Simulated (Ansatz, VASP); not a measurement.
**One calculation of Al4B3Sb, two programs**

```xyz
8
Lattice="3.0721 0.0000 0.0000 0.0000 3.2603 0.0000 0.0000 0.0000 11.1192" Properties=species:S:1:pos:R:3 pbc="T T T"
Al    1.5360    1.6302    5.4607
Al    1.5360    0.0000    1.6949
Al    0.0000    1.6302    3.3495
Al    0.0000    0.0000   10.3543
B     1.5360    1.6302    0.0642
B     1.5360    0.0000    3.8895
B     0.0000    1.6302    0.9765
Sb    0.0000    0.0000    7.5681
```

Change from the starting cell: species swapped into the Sn4TeSe3 type (Pm, No. 6).

Alike in both runs: functional PBE; k mesh 10 × 10 × 4; occupations gaussian, width 0.1 eV; no spin polarisation.

Ansatz relaxed the structure, and its values are those at the end. VASP's run is a single point on that final structure, the one shown.

|  | VASP | Ansatz |
| --- | --- | --- |
| version | VASP 6.6.1 | Ansatz 0.2.0 |
| potentials or method | VASP PAW PBE potentials, release 64 (Al, B, Sb), cutoff 520 eV | scalar-relativistic, plane waves, PAW |
| valence electrons in the cell | 26 | 36 |

```csv
,VASP,Ansatz,Ansatz less VASP
gap on the k mesh at the Fermi level (eV),none,none,-
pressure (GPa),0.0,0.0,0.00
rms of the force components (eV/Å),0.005,0.002,-0.0026
```

A gap of «none» marks a metal or a gap that the smearing closes. VASP's potentials hold 26 valence electrons a cell and Ansatz's 36, so a difference there can come from the potentials and not from the codes.

Spin-orbit coupling is off throughout.
